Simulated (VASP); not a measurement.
A run of VASP 6.6.1 is set up as follows.

The input INCAR:

```
SYSTEM = Se
ALGO     = Normal         ! electronic algorithm
EDIFF    = 1E-8           ! SCF threshold, eV
ENCUT    = 520            ! plane-wave cutoff, eV
GGA      = PS             ! functional
ISIF     = 2              ! what is computed and relaxed
ISMEAR   = -1             ! smearing method
LASPH    = .True.         ! aspherical terms in the spheres
LCHARG   = .False.        ! write CHGCAR
LEFG     = .True.       
LREAL    = .False.        ! projectors in reciprocal space
LWAVE    = .False.        ! write WAVECAR
NBANDS   = 16             ! bands
NELM     = 100            ! most SCF steps
PREC     = Accurate       ! precision mode
SIGMA    = 0.02           ! smearing width, eV
```

KPOINTS

```
k-points
0
Gamma
  8 8 6
  0 0 0
```

Contents of POSCAR:

```
Se
1.0
    4.3551696776      0.0000000000      0.0000000000
   -2.1775848388      3.7716875786      0.0000000000
    0.0000000000      0.0000000000      5.0484390000
Se
3
Direct
    0.2170000000      0.0000000000      0.1666666667
    0.0000000000      0.2170000000      0.8333333333
    0.7830000000      0.7830000000      0.5000000000
```

Potentials or basis: VASP PAW PBE potentials, release 64 (Se).

Command:

```bash
$ cat potpaw_PBE.64/Se/POTCAR > POTCAR
$ mpirun -np 1 vasp_std > vasp.out
```

(1) Predict the largest force.

(2) Predict the band gap on the k mesh.

(3) Estimate the pressure.

Results:

(1) 0.776 eV/Å.

(2) 0.92 eV, indirect (least direct gap 0.94 eV).

(3) 1.4 GPa.

Caveat: the cell differs from its parent crystal (zz strain of +2 %); without QUAD_EFG the Cq values of the log hold for a quadrupole moment of 1 mb, not for the nuclei; the PAW data sets were made with another functional, which shifts forces and pressure a little.
